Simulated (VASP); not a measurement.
Set up this calculation in VASP 6.6.1, as the native input.

| Item | Value |
| --- | --- |
| Task | band structure |
| Functional | PBE0 |
| Potentials or basis | VASP PAW PBE potentials, release 64 (Ag, Cl) |
| Cutoff | 520 eV |
| k mesh | 6 × 6 × 6 |
| Occupations | gaussian, width 0.02 eV |
| Spin | no spin polarisation |
| Grid for exact exchange (PRECFOCK) | Fast |
| Exchange at q = 0 | truncated |
| Further INCAR settings | ALGO = Normal; EDIFF = 1e-07; NBANDS = 16 |
| Share of exact exchange | 0.25 |

Crystal: AgCl.

```xyz
2
Lattice="0.0000 2.7350 2.7350 2.7350 0.0000 2.7350 2.7350 2.7350 0.0000" Properties=species:S:1:pos:R:3 pbc="T T T"
Ag    0.0000    0.0000    0.0000
Cl    2.7350    2.7350    2.7350
```

The input as run:

POSCAR

```
AgCl
1.0
    0.0000000000      2.7350000000      2.7350000000
    2.7350000000      0.0000000000      2.7350000000
    2.7350000000      2.7350000000      0.0000000000
Ag Cl
1 1
Direct
    0.0000000000      0.0000000000      0.0000000000
    0.5000000000      0.5000000000      0.5000000000
```

INCAR.step1

```
SYSTEM = AgCl
PREC = Accurate
ENCUT = 520
EDIFF = 1E-5
ISMEAR = 0
SIGMA = 0.02
LREAL = .False.
LASPH = .True.
NELM = 60
ALGO = Normal
ISIF = 2
LWAVE = .True.
LCHARG = .False.
LMAXMIX = 4
NBANDS = 16
GGA = PE
KPAR = 4
```

INCAR.step2

```
SYSTEM = AgCl
PREC = Accurate
ENCUT = 520
EDIFF = 1E-7
ISMEAR = 0
SIGMA = 0.02
LREAL = .False.
LASPH = .True.
NELM = 60
ALGO = Normal
ISIF = 2
LWAVE = .False.
LCHARG = .False.
LMAXMIX = 4
GGA = PE
LHFCALC = .True.
AEXX = 0.25
PRECFOCK = Fast
HFRCUT = -1
NBANDS = 16
ISTART = 1
KPAR = 4
```

KPOINTS

```
regular mesh
0
Gamma
  6 6 6
  0 0 0
```

KPOINTS_OPT

```
path GXWKGLUWLK,UX
8
line-mode
reciprocal
 0.0000000000  0.0000000000  0.0000000000  G
 0.5000000000  0.0000000000  0.5000000000  X

 0.5000000000  0.0000000000  0.5000000000  X
 0.5000000000  0.2500000000  0.7500000000  W

 0.5000000000  0.2500000000  0.7500000000  W
 0.3750000000  0.3750000000  0.7500000000  K

 0.3750000000  0.3750000000  0.7500000000  K
 0.0000000000  0.0000000000  0.0000000000  G

 0.0000000000  0.0000000000  0.0000000000  G
 0.5000000000  0.5000000000  0.5000000000  L

 0.5000000000  0.5000000000  0.5000000000  L
 0.6250000000  0.2500000000  0.6250000000  U

 0.6250000000  0.2500000000  0.6250000000  U
 0.5000000000  0.2500000000  0.7500000000  W

 0.5000000000  0.2500000000  0.7500000000  W
 0.5000000000  0.5000000000  0.5000000000  L

 0.5000000000  0.5000000000  0.5000000000  L
 0.3750000000  0.3750000000  0.7500000000  K

 0.6250000000  0.2500000000  0.6250000000  U
 0.5000000000  0.0000000000  0.5000000000  X
```

Potentials or basis: VASP PAW PBE potentials, release 64 (Ag, Cl).

Run with:

```console
$ cat potpaw_PBE.64/Ag/POTCAR potpaw_PBE.64/Cl/POTCAR > POTCAR
$ cp INCAR.step1 INCAR
$ mpirun -np 4 vasp_std > vasp.out
$ cp INCAR.step2 INCAR
$ mpirun -np 4 vasp_std > vasp.out
```

It gave:

The pressure is 3.4 GPa, the band gap on the k mesh is 3.08 eV (least direct gap 5.51 eV) and the band gap along the path is 3.08 eV (least direct gap 5.37 eV).

Caveat: the cell stands under pressure; the PAW data sets were made with another functional, which shifts forces and pressure a little.

Run time: 17 min on 4 MPI ranks on AMD EPYC 9R14 (Zen 4), with other jobs on the host, peak memory 0.2 GiB a rank.
